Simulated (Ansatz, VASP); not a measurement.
## One calculation of ScAsS, two programs

```
CELL_PARAMETERS angstrom
3.54759 0.00000 0.00000
0.00000 3.54759 0.00000
0.00000 0.00000 5.18116
ATOMIC_POSITIONS crystal
Sc 0.00000 0.00000 0.00000
As 0.50000 0.50000 0.50000
S 0.50000 0.50000 0.00000
```

Change from the starting cell: species swapped into the MgNiH type (P4/mmm, No. 123).

Alike in both runs: task relaxation of cell and atoms; functional PBE; k mesh 14 × 14 × 10; occupations gaussian, width 0.1 eV; no spin polarisation.

```csv
,VASP,Ansatz
version,VASP 6.6.1,Ansatz 0.2.0
potentials or method,"VASP PAW PBE potentials, release 64 (Sc_sv, As, S), cutoff 600 eV","scalar-relativistic, plane waves, PAW"
valence electrons in the cell,22,32
```

|  | VASP | Ansatz | Ansatz less VASP |
| --- | --- | --- | --- |
| gap on the k mesh at the Fermi level, each at its own relaxed structure (eV) | none | none | - |
| relaxed volume (Å³/atom) | 21.82 | 21.77 | -0.044 |
| relaxed cell length with the largest relative difference (Å) | 3.555 | 3.551 | -0.0043 |

A gap of «none» marks a metal or a gap that the smearing closes. VASP's potentials hold 22 valence electrons a cell and Ansatz's 32, so a difference there can come from the potentials and not from the codes.
